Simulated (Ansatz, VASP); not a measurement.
**One calculation of Al2MoN3, two programs**

File INCAR:

```
SYSTEM = Al2MoN3
ALGO = Fast ; EDIFF = 1E-7
EDIFFG = -0.01 ; ENCUT = 600
GGA = PE ; IBRION = 2
ISIF = 3 ; ISMEAR = 0
ISPIN = 2 ; LASPH = .True.
LCHARG = .False. ; LMAXMIX = 4
LORBIT = 11 ; LREAL = .False.
LWAVE = .False. ; MAGMOM = 0 0 3.3 -0.41 -0.41 -0.41
NELM = 150 ; NSW = 100
PREC = Accurate ; SIGMA = 0.1
```

File KPOINTS:

```
k-points
0
Gamma
  6 6 12
  0 0 0
```

POSCAR

```
Al2MoN3
1.0
    6.0386048713      0.0000000000      0.0000000000
   -3.0193024357      5.2295852220      0.0000000000
    0.0000000000      0.0000000000      3.1124354322
Al Mo N
2 1 3
Direct
    0.3333333333      0.6666666667      0.5000000000
    0.6666666667      0.3333333333      0.5000000000
    0.0000000000      0.0000000000      0.0000000000
    0.5000000000      0.0000000000      0.5000000000
    0.0000000000      0.5000000000      0.5000000000
    0.5000000000      0.5000000000      0.5000000000
```

Input for Ansatz:

```yaml
crystal:
  lattice:
    - [6.0386048713, 0.0, 0.0]
    - [-3.0193024357, 5.229585222, 0.0]
    - [0.0, 0.0, 3.1124354322]
  atoms:
    - { symbol: Al, position: [0.3333333333, 0.6666666667, 0.5] }
    - { symbol: Al, position: [0.6666666667, 0.3333333333, 0.5] }
    - { symbol: Mo, position: [0.0, 0.0, 0.0], spin: 3.3 }
    - { symbol: "N", position: [0.5, 0.0, 0.5], spin: -0.41 }
    - { symbol: "N", position: [0.0, 0.5, 0.5], spin: -0.41 }
    - { symbol: "N", position: [0.5, 0.5, 0.5], spin: -0.41 }
basis:
  ecutwfc: 420
kpoints:
  mp_grid: { grid: [6, 6, 12] }
hamiltonian:
  xc: pbe
scf:
  occupations: { method: gaussian, width: 0.1 }
output:
  forces: true
  stress: true
  eigenvalues: true
  populations: true
  write_density: true
  write_potential: true
  elf: true
  volumetric_format: npy
magnetization:
  spin_polarized: true
relax:
  adjacent_minimum: "off"
  f_tol: 0.01
  max_steps: 80
  cell: { stress_tol: 0.05 }
```

Alike in both runs: task relaxation of cell and atoms; functional PBE; k mesh 6 × 6 × 12; occupations gaussian, width 0.1 eV; collinear spin.

|  | VASP | Ansatz |
| --- | --- | --- |
| version | VASP 6.6.1 | Ansatz 0.2.0 |
| potentials or method | VASP PAW PBE potentials, release 64 (Al, Mo_sv, N), cutoff 600 eV | scalar-relativistic, plane waves, PAW |
| valence electrons in the cell | 35 | 35 |

```tsv
	VASP	Ansatz	Ansatz less VASP
gap on the k mesh at the Fermi level, each at its own relaxed structure (eV)	none	none	-
net moment per atom (μB)	0.36	0.36	0.000
size of the moment on the site where the two differ most (μB)	3.10	3.11	+0.016
relaxed volume (Å³/atom)	16.32	16.34	+0.020
relaxed cell length with the largest relative difference (Å)	6.033	6.036	+0.0031
```

Site moments also hang on the region over which each program counts them. A gap of «none» marks a metal or a gap that the smearing closes.
